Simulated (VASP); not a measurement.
# SnSe2 (P-3m1) in VASP: single point with PBE

Aim: the single point of SnSe2 with PBE.

Everything below comes from runs of VASP 6.6.1. Logs are shortened: lines on timing, memory, paths and dates and some standing lists are left out, and cuts for length are marked.

### 1 The cell of the first run

It takes space group P-3m1 (No. 164, trigonal). Conventional cell: a = 3.811 Å, b = 3.811 Å, c = 6.136 Å, α = 90.00°, β = 90.00°, γ = 120.00°. Sn (site symmetry -3m) has 6 Se at 2.68 Å within 3.5 Å. Within 3.5 Å of Se (site symmetry 3m) lie 3 Sn at 2.68 Å.

### 2 Single point, PBE

Input file INCAR:

```
PREC     = Accurate       # precision mode
ENCUT    = 500            # plane-wave cutoff, eV
EDIFF    = 1E-6           # SCF threshold, eV
ISMEAR   = 0              # smearing method
SIGMA    = 0.01           # smearing width, eV
LREAL    = False          # projectors in reciprocal space
LASPH    = True           # aspherical terms in the spheres
NELM     = 120            # most SCF steps
ALGO     = Normal         # electronic algorithm
ISIF     = 2              # what is computed and relaxed
LWAVE    = False          # write WAVECAR
LCHARG   = False          # write CHGCAR
GGA      = PE             # functional
NBANDS   = 20             # bands
GGA_COMPAT= False
```

Input file KPOINTS:

```
regular mesh
0
Gamma
  4 4 2
```

Input file POSCAR:

```
SnSe2
1.0
    3.8110000000      0.0000000000      0.0000000000
   -1.9055000000      3.3004228138      0.0000000000
    0.0000000000      0.0000000000      6.1360000000
Sn Se
1 2
Direct
    0.0000000000      0.0000000000      0.0000000000
    0.6666666667      0.3333333333      0.7510000000
    0.3333333333      0.6666666667      0.2490000000
```

Potentials or basis: VASP PAW PBE potentials, release 64 (Sn_d, Se).

On the command line:

```console
$ cat potpaw_PBE.64/Sn_d/POTCAR potpaw_PBE.64/Se/POTCAR > POTCAR
$ mpirun -np 1 vasp_std > vasp.out
```

OUTCAR:

```text
PREC = Accurate
   ENCUT = 500
   EDIFF = 1E-6
   ISMEAR = 0
   LREAL = False
   LASPH = True
   NELM = 120
   ISIF = 2
   GGA = PE

 ion  position               nearest neighbor table
   1  0.000  0.000  0.000-   2 2.68   3 2.68   3 2.68   2 2.68   2 2.68   3 2.68
   2  0.667  0.333  0.751-   1 2.68   1 2.68   1 2.68
   3  0.333  0.667  0.249-   1 2.68   1 2.68   1 2.68

  LATTYP: Found a hexagonal cell.
 ALAT       =     3.8110000000
 C/A-ratio  =     1.6100760955

  Lattice vectors:

 A1 = (   3.8110000000,   0.0000000000,   0.0000000000)
 A2 = (  -1.9055000000,   3.3004228138,   0.0000000000)
 A3 = (   0.0000000000,   0.0000000000,   6.1360000000)

Analysis of symmetry for initial positions (statically):
=====================================================================
 Subroutine PRICEL returns:
 Original cell was already a primitive cell.

 Routine SETGRP: Setting up the symmetry group for a
 hexagonal supercell.

 Subroutine GETGRP returns: Found 12 space group operations
 (whereof 12 operations were pure point group operations)
 out of a pool of 24 trial point group operations.

The static configuration has the point symmetry D_3d.

Analysis of symmetry for dynamics (positions and initial velocities):
=====================================================================
 Subroutine PRICEL returns:
 Original cell was already a primitive cell.

 Routine SETGRP: Setting up the symmetry group for a
 hexagonal supercell.

 Subroutine GETGRP returns: Found 12 space group operations
 (whereof 12 operations were pure point group operations)
 out of a pool of 24 trial point group operations.

The dynamic configuration has the point symmetry D_3d.

 Subroutine INISYM returns: Found 12 space group operations
 (whereof 12 operations are pure point group operations),
 and found     1 'primitive' translations

----------------------------------------------------------------------------------------

                                     Primitive cell

  volume of cell :      77.1781

  direct lattice vectors                    reciprocal lattice vectors
     3.811000000  0.000000000  0.000000000     0.262398321  0.151495741  0.000000000
    -1.905500000  3.300422814  0.000000000     0.000000000  0.302991482  0.000000000
     0.000000000  0.000000000  6.136000000     0.000000000  0.000000000  0.162972621

  length of vectors
     3.811000000  3.811000000  6.136000000     0.302991482  0.302991482  0.162972621

  position of ions in fractional coordinates (direct lattice)
     0.000000000  0.000000000  0.000000000
     0.666666667  0.333333333  0.751000000
     0.333333333  0.666666667  0.249000000

  ion indices of the primitive-cell ions
   primitive index   ion index
                 1           1
                 2           2
                 3           3

----------------------------------------------------------------------------------------

 KPOINTS: regular mesh

Automatic generation of k-mesh.
 Grid dimensions read from file:
 generate k-points for:    4    4    2

 Generating k-lattice:

  Cartesian coordinates                     Fractional coordinates (reciprocal lattice)
     0.065599580  0.037873935  0.000000000     0.250000000  0.000000000  0.000000000
     0.000000000  0.075747871  0.000000000     0.000000000  0.250000000  0.000000000
     0.000000000  0.000000000  0.081486310     0.000000000  0.000000000  0.500000000

  Length of vectors
     0.075747871  0.075747871  0.081486310

  Shift w.r.t. Gamma in fractional coordinates (k-lattice)
     0.000000000  0.000000000  0.000000000

 Subroutine IBZKPT returns following result:
 ===========================================

 Found      8 irreducible k-points:

 Following reciprocal coordinates:
            Coordinates               Weight
  0.000000  0.000000  0.000000      1.000000
  0.250000 -0.000000  0.000000      6.000000
  0.500000 -0.000000  0.000000      3.000000
  0.250000  0.250000  0.000000      6.000000
  0.000000  0.000000  0.500000      1.000000
  0.250000 -0.000000  0.500000      6.000000
  0.500000 -0.000000  0.500000      3.000000
  0.250000  0.250000  0.500000      6.000000
   k-points           NKPTS =      8   k-points in BZ     NKDIM =      8   number of bands    NBANDS=     20
   number of dos      NEDOS =    301   number of ions     NIONS =      3
   total plane-waves  NPLWV =  37632
   dimension x,y,z NGX =    28 NGY =   28 NGZ =   48
   dimension x,y,z NGXF=    56 NGYF=   56 NGZF=   96
   ions per type =               1   2
   NGX,Y,Z   is equivalent  to a cutoff of  12.21, 12.21, 13.00 a.u.
   NGXF,Y,Z  is equivalent  to a cutoff of  24.43, 24.43, 26.01 a.u.
 SYSTEM =  unknown system
   PREC   = accura    normal or accurate (medium, high low for compatibility)
   ISTART =      0    job   : 0-new  1-cont  2-samecut
   ICHARG =      2    charge: 1-file 2-atom 10-const
   ISPIN  =      1    spin polarized calculation?
   LNONCOLLINEAR =      F non collinear calculations
   LSORBIT =      F    spin-orbit coupling
   LASPH  =      T    aspherical Exc in radial PAW
   ENCUT  =  500.0 eV  36.75 Ry    6.06 a.u.   6.95  6.95 11.19*2*pi/ulx,y,z
   NELM   =    120;   NELMIN=  2; NELMDL= -5     # of ELM steps
   EDIFF  = 0.1E-05   stopping-criterion for ELM
   LREAL  =      F    real-space projection
   EDIFFG = 0.1E-04   stopping-criterion for IOM
   NSW    =      0    number of steps for IOM
   IBRION =     -1    ionic relax: 0-MD 1-quasi-New 2-CG
   NFREE  =      0    steps in history (QN), initial steepest desc. (CG)
   ISIF   =      2    stress and relaxation
   ISYM   =      2    0-nonsym 1-usesym 2-fastsym
   POTIM  = 0.5000    time-step for ionic-motion
   TEBEG  =    0.0;   TEEND  =   0.0 temperature during run
   PSTRESS=    0.0 pullay stress
   NELECT =      26.0000    total number of electrons
   NUPDOWN=      -1.0000    fix difference up-down
   EMIN   =  10.00;   EMAX   =-10.00  energy-range for DOS
   EFERMI =   0.00;   METHOD = LEGACY
   ISMEAR =     0;   SIGMA  =   0.01  broadening in eV -4-tet -1-fermi 0-gaus
   EFERMI_NEDOS =   21; number of points for ismear=-14 and -15
   IALGO  =     38    algorithm
   IMIX   =      4    mixing-type and parameters
     AMIX     =   0.40;   BMIX     =  1.00
     AMIX_MAG =   1.60;   BMIX_MAG =  1.00
  volume/ion in A,a.u.               =      25.73       173.61
  Fermi-wavevector in a.u.,A,eV,Ry     =   1.139116  2.152617 17.654722  1.297585
  Thomas-Fermi vector in A             =   2.275820
   LORBIT       =      0    0 simple, 1 ext, 2 COOP (PROOUT), +10 PAW based schemes
   GGA     = PE    functional components
   LHFCALC =     F    Hartree Fock is set to
   AEXX    =    0.0000 exact exchange contribution
   IVDW    =     0    specifies the selected vdW correction
   LEPSILON=     F    determine dielectric tensor
   LRPA    =     F    only Hartree local field effects (RPA)
 non-spin polarized calculation
 Gauss-broadening in eV      SIGMA  =   0.01
  energy-cutoff  :      500.00
  volume of cell :       77.18
 maximum number of plane-waves:      1977
 NGX is ok and might be reduce to    28
   NGX = 13   NGY = 13   NGZ = 23

 number of electron      26.0000006 magnetization

 Free energy of the ion-electron system (eV)
  ---------------------------------------------------
  ext. energy  EPLUGINS =         0.00000000
  ---------------------------------------------------
  free energy    TOTEN  =       -11.65474910 eV

  energy without entropy =      -11.65474910  energy(sigma->0) =      -11.65474910

 E-fermi :   4.2391     XC(G=0):  -9.4453

 val. band max:        4.1838909017   @ k =   0.0000   0.0000   0.0000
 cond. band min:       5.0553891712   @ k =   0.5000  -0.0000   0.5000
 fundamental gap:      0.8714982695
 Fermi energy:         4.2390829659

 k-point     1 :       0.0000    0.0000    0.0000
  band No.  band energies     occupation
      1     -17.0982      2.00000
      2     -17.0982      2.00000
      3     -17.0665      2.00000
      4     -17.0476      2.00000
      5     -17.0476      2.00000
      6      -9.8122      2.00000
[... 12 lines left out ...]
     19      13.1202      0.00000
     20      13.1202      0.00000

 k-point     2 :       0.2500   -0.0000    0.0000
  band No.  band energies     occupation
      1     -17.1283      2.00000
      2     -17.0854      2.00000
      3     -17.0613      2.00000
      4     -17.0459      2.00000
      5     -17.0382      2.00000
      6      -9.2088      2.00000
[... 12 lines left out ...]
     19      12.3852      0.00000
     20      13.8067      0.00000

 k-point     3 :       0.5000   -0.0000    0.0000
  band No.  band energies     occupation
      1     -17.1606      2.00000
      2     -17.0819      2.00000
      3     -17.0700      2.00000
      4     -17.0279      2.00000
      5     -17.0192      2.00000
      6      -8.1446      2.00000
[... 12 lines left out ...]
     19      14.1942      0.00000
     20      14.8293      0.00000

 k-point     4 :       0.2500    0.2500    0.0000
  band No.  band energies     occupation
      1     -17.1382      2.00000
      2     -17.1005      2.00000
      3     -17.0536      2.00000
      4     -17.0436      2.00000
      5     -17.0245      2.00000
      6      -8.2434      2.00000
[... 12 lines left out ...]
     19      11.6153      0.00000
     20      14.0027      0.00000

 k-point     5 :       0.0000    0.0000    0.5000
  band No.  band energies     occupation
      1     -17.0982      2.00000
      2     -17.0982      2.00000
      3     -17.0663      2.00000
      4     -17.0476      2.00000
      5     -17.0476      2.00000
      6      -9.6416      2.00000
[... 12 lines left out ...]
     19      12.5640      0.00000
     20      12.5640      0.00000

 k-point     6 :       0.2500   -0.0000    0.5000
  band No.  band energies     occupation
      1     -17.1284      2.00000
      2     -17.0854      2.00000
      3     -17.0613      2.00000
      4     -17.0458      2.00000
      5     -17.0382      2.00000
      6      -9.0495      2.00000
[... 12 lines left out ...]
     19      12.6068      0.00000
     20      13.3530      0.00000

 k-point     7 :       0.5000   -0.0000    0.5000
  band No.  band energies     occupation
      1     -17.1608      2.00000
      2     -17.0820      2.00000
      3     -17.0701      2.00000
      4     -17.0277      2.00000
      5     -17.0192      2.00000
      6      -8.0493      2.00000
[... 12 lines left out ...]
     19      14.0491      0.00000
     20      14.9310      0.00000

 k-point     8 :       0.2500    0.2500    0.5000
  band No.  band energies     occupation
      1     -17.1384      2.00000
      2     -17.1006      2.00000
      3     -17.0536      2.00000
      4     -17.0435      2.00000
      5     -17.0244      2.00000
      6      -8.1354      2.00000
[... 12 lines left out ...]
     19      12.3967      0.00000
     20      12.8346      0.00000

------------------------ aborting loop because EDIFF is reached ----------------------------------------

  FORCE on cell =-STRESS in cart. coord.  units (eV):
  Direction    XX          YY          ZZ          XY          YZ          ZX
  --------------------------------------------------------------------------------------
  -------------------------------------------------------------------------------------
  Total        2.8724940      2.8724940      2.8691992      0.0000000      0.0000000      0.0000000
  in kB       59.6315125     59.6315125     59.5631143      0.0000000      0.0000000      0.0000000
  external PRESSURE =      59.6087131 kB  Pullay stress =       0.0000000 kB

 VOLUME and BASIS-vectors are now :
 -----------------------------------------------------------------------------
  energy-cutoff  :      500.00
  volume of cell :       77.18
      direct lattice vectors                 reciprocal lattice vectors
     3.811000000  0.000000000  0.000000000     0.262398321  0.151495741  0.000000000
    -1.905500000  3.300422814  0.000000000     0.000000000  0.302991482  0.000000000
     0.000000000  0.000000000  6.136000000     0.000000000  0.000000000  0.162972621

 POSITION                                       TOTAL-FORCE (eV/Angst)
 -----------------------------------------------------------------------------------
      0.00000      0.00000      0.00000         0.000000      0.000000      0.000000
      1.90550      1.10014      4.60814        -0.000000      0.000000     -0.759437
     -0.00000      2.20028      1.52786         0.000000     -0.000000      0.759437
 -----------------------------------------------------------------------------------
    total drift:                                0.000000      0.000000     -0.000000

  FREE ENERGIE OF THE ION-ELECTRON SYSTEM (eV)
  ---------------------------------------------------
  free  energy   TOTEN  =       -11.6547490979 eV

  energy  without entropy=      -11.6547490979  energy(sigma->0) =      -11.65474910
```

It took 7 s on 1 thread of Intel Xeon 6975P-C (Granite Rapids), shared host; peak memory 0.18 GiB.

What came out:

| Item | Value |
| --- | --- |
| Free energy | -11.6547 eV |
| Pressure | 6.0 GPa |
| Largest force | 0.759 eV/Å |
| Band gap on the k mesh | 0.87 eV, indirect (least direct gap 1.09 eV) |

Forces in eV/Å, atoms in the order of the input:
```
Sn   0.000  0.000  0.000
Se   0.000  0.000 -0.759
Se   0.000  0.000  0.759
```

Caveat: the k points lie up to 0.51 Å⁻¹ apart; spin-orbit coupling is left out, which moves the levels of the heavy elements; this functional lacks dispersion, which binds the layers, so the pressure and a relaxed spacing across them are unreliable.
